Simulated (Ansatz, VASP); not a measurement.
## AgCl in VASP and in Ansatz

```
CELL_PARAMETERS angstrom
3.43397 0.05151 0.05151
0.05151 3.43397 0.05151
0.05151 0.05151 3.43397
ATOMIC_POSITIONS crystal
Ag 0.00000 0.00000 0.00000
Cl 0.50000 0.50000 0.50000
```

Change from the starting cell: equal xy, yz and zx shear strains of +3 %.

Alike in both runs: task single point; functional PBEsol; k mesh 9 × 9 × 9; occupations fermi-dirac, width 0.01 eV; no spin polarisation.

|  | VASP | Ansatz |
| --- | --- | --- |
| version | VASP 6.6.1 | Ansatz 0.2.0 |
| potentials or method | VASP PAW PBE potentials, release 64 (Ag, Cl), cutoff 520 eV | all-electron LAPW, scalar-relativistic |

VASP gave:

* gap on the k mesh at the Fermi level (eV): 0.37
* pressure (GPa): -4.6
* traceless stress, the component that is largest in VASP (GPa): 0.45

**Question.** Which values does Ansatz return?

**Answer.** gap on the k mesh at the Fermi level (eV): 0.37; pressure (GPa): -4.5; traceless stress, the component that is largest in VASP (GPa): 0.44.

VASP's potentials were made for PBE, not for PBEsol. Ansatz ran all-electron here, and VASP with PAW potentials.
